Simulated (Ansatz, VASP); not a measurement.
**Ga2Te2O in VASP and in Ansatz**

The input INCAR:

```
SYSTEM = Ga2Te2O
  ALGO = Normal
  EDIFF = 1E-6
  EDIFFG = -0.08
  ENCUT = 600
  GGA = PE
  IBRION = 2
  ISIF = 3
  ISMEAR = 0
  LASPH = .TRUE.
  LCHARG = .FALSE.
  LREAL = .FALSE.
  LWAVE = .FALSE.
  NELM = 100
  NSW = 36
  PREC = Accurate
  SIGMA = 0.15
```

File KPOINTS:

```
k-points
0
G
  4 4 4
  0 0 0
```

Contents of POSCAR:

```
Ga2Te2O
1.0
   -2.0750000000      5.1000000000      2.6000000000
    2.0750000000     -5.1000000000      2.6000000000
    2.0750000000      5.1000000000     -2.6000000000
Ga Te O
2 2 1
Direct
    0.3450000000      0.0000000000      0.3450000000
    0.6550000000      0.0000000000      0.6550000000
    0.3800000000      0.2500000000      0.1300000000
    0.1200000000      0.2500000000      0.8700000000
    0.7000000000      0.2000000000      0.5000000000
```

Input for Ansatz:

```yaml
crystal:
  lattice:
    - [-2.075, 5.1, 2.6]
    - [2.075, -5.1, 2.6]
    - [2.075, 5.1, -2.6]
  atoms:
    - { symbol: Ga, position: [0.345, 0.0, 0.345] }
    - { symbol: Ga, position: [0.655, 0.0, 0.655] }
    - { symbol: Te, position: [0.38, 0.25, 0.13] }
    - { symbol: Te, position: [0.12, 0.25, 0.87] }
    - { symbol: O, position: [0.7, 0.2, 0.5] }
basis:
  ecutwfc: 420
kpoints:
  mp_grid: { grid: [4, 4, 4] }
hamiltonian:
  xc: pbe
scf:
  occupations: { method: gaussian, width: 0.15 }
  lower_state_search: "off"
output:
  forces: true
  stress: true
  eigenvalues: true
relax:
  adjacent_minimum: "off"
  f_tol: 0.08
  max_steps: 16
  cell: { stress_tol: 0.8 }
```

Change from the starting cell: built by hand: ordered vacancy zincblende (Imm2 In2Te3) (Imm2, No. 44).

Alike in both runs: task relaxation of cell and atoms; functional PBE; k mesh 4 × 4 × 4; occupations gaussian, width 0.15 eV; no spin polarisation.

|  | VASP | Ansatz |
| --- | --- | --- |
| version | VASP 6.6.1 | Ansatz 0.2.0 |
| potentials or method | VASP PAW PBE potentials, release 64 (Ga_d, Te, O), cutoff 600 eV | scalar-relativistic, plane waves, PAW |
| valence electrons in the cell | 44 | 64 |

```csv
,VASP,Ansatz,Ansatz less VASP
"gap on the k mesh at the Fermi level, each at its own relaxed structure (eV)",1.37,1.45,+0.075
relaxed volume (Å³/atom),27.92,28.45,+0.531
relaxed cell length with the largest relative difference (Å),6.803,6.816,+0.0136
```

VASP's potentials hold 44 valence electrons a cell and Ansatz's 64, so a difference there can come from the potentials and not from the codes.

The k mesh is coarse, so the values compare programs but aren't converged. Neither program's run includes spin-orbit coupling. Noted on VASP's run: the volume moved by over 15 % at a fixed basis, so the end points are rough.
